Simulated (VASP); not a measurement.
Zn8H: single point with PBE

The system is Zn8H.

```
Zn H
1.0
     0.00000    3.99894    3.99894
     3.99894    0.00000    3.99894
     3.99894    3.99894    0.00000
Zn H
8 1
Direct
  0.99233 0.99233 0.99233
  0.99233 0.99233 0.52301
  0.99233 0.52301 0.99233
  0.00099 0.49967 0.49967
  0.52301 0.99233 0.99233
  0.49967 0.00099 0.49967
  0.49967 0.49967 0.00099
  0.49967 0.49967 0.49967
  0.12500 0.12500 0.12500
```

| Quantity | Value |
| --- | --- |
| Program | VASP 6.6.1 |
| Task | single point |
| Functional | PBE |
| Potentials or basis | VASP PAW PBE potentials, release 64 (Zn, H) |
| Cutoff | 520 eV |
| k mesh | 6 × 6 × 6 |
| Occupations | gaussian, width 0.1 eV |
| Spin | no spin polarisation |

| Property | Result |
| --- | --- |
| Pressure | 0.3 GPa |

Levels at points of the mesh, in eV from the Fermi level:
```csv
k point,band 46,band 47,band 48,band 49,band 50,band 51,band 52,band 53
"(0.00, 0.00, 0.00)",-2.14,-1.49,-1.49,-1.49,-1.28,-0.82,-0.82,1.47
"(0.50, 0.00, 0.00)",-2.73,-2.63,-2.63,0.97,1.91,2.03,2.03,2.26
"(0.50, 0.50, 0.00)",-4.47,0.36,1.91,2.10,2.44,2.71,2.71,3.85
```

It took 2.2 min on 1 thread of Intel(R) Xeon(R) Platinum 8259CL CPU @ 2.50GHz (Skylake/Cascade Lake), on a shared host, peak memory 0.29 GiB.
